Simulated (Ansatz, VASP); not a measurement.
## Two plane-wave programs on CrPAu3

```
CELL_PARAMETERS angstrom
4.72476 0.00000 0.00000
0.00000 4.72476 0.00000
0.00000 0.00000 4.72476
ATOMIC_POSITIONS crystal
Cr 0.00000 0.00000 0.00000
P 0.50000 0.50000 0.50000
Au 0.00000 0.50000 0.50000
Au 0.50000 0.00000 0.50000
Au 0.50000 0.50000 0.00000
```

Alike in both runs: functional PBE; k mesh 4 × 4 × 4; occupations gaussian, width 0.1 eV; collinear spin.

Ansatz relaxed the structure, and its values are those at the end. VASP's run is a single point on that final structure, the one shown.

|  | VASP | Ansatz |
| --- | --- | --- |
| version | VASP 6.6.1 | Ansatz 0.2.0 |
| potentials or method | VASP PAW PBE potentials, release 64 (Cr_pv, P, Au), cutoff 520 eV | scalar-relativistic, plane waves, PAW |
| valence electrons in the cell | 50 | 76 |

```tsv
	VASP	Ansatz	Ansatz less VASP
gap on the k mesh at the Fermi level (eV)	none	none	-
pressure (GPa)	0.0	0.1	+0.14
net moment per atom (μB)	0.89	0.89	0.000
size of the moment on the site where the two differ most (μB)	4.11	4.35	+0.243
```

Site moments also hang on the region over which each program counts them. A gap of «none» marks a metal or a gap that the smearing closes. With one functional, cell and mesh, what is left measures potentials, basis and numerics. VASP's potentials hold 50 valence electrons a cell and Ansatz's 76, so a difference there can come from the potentials and not from the codes.

Neither program's run includes spin-orbit coupling.
